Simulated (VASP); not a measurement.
Here is a VASP 6.6.1 calculation.

File INCAR:

```
PREC = Accurate
ENCUT = 520
EDIFF = 1E-7
ISMEAR = -1
SIGMA = 0.05
LREAL = False
LASPH = True
NELM = 100
ALGO = Fast
ISIF = 2
LWAVE = False
LCHARG = True
GGA = PS
LELF = True
LVHAR = True
NBANDS = 18
```

Contents of KPOINTS:

```
Automatic mesh
0
Gamma
  8 8 6
```

Contents of POSCAR:

```
CuAu
1.0
    2.8107494552      0.0000000000      0.0000000000
    0.0000000000      2.8107494552      0.0000000000
    0.0000000000      0.0000000000      3.6850000000
Au Cu
1 1
Direct
    0.0000000000      0.0000000000      0.0000000000
    0.5000000000      0.5000000000      0.5000000000
```

Potentials or basis: VASP PAW PBE potentials, release 64 (Au, Cu).

Run with:

```console
$ cat potpaw_PBE.64/Au/POTCAR potpaw_PBE.64/Cu/POTCAR > POTCAR
$ mpirun -np 1 vasp_std > vasp.out
```

(1) Estimate the band gap on the k mesh.

(2) What does it give for the pressure?

Results:

(1) zero (band 11 reaches 13.88 eV, above the bottom of band 12 at 6.58 eV).

(2) -3.4 GPa.

Caveat: the PAW data sets were made with another functional, which shifts forces and pressure a little; spin-orbit coupling is left out, which moves the levels of the heavy elements.
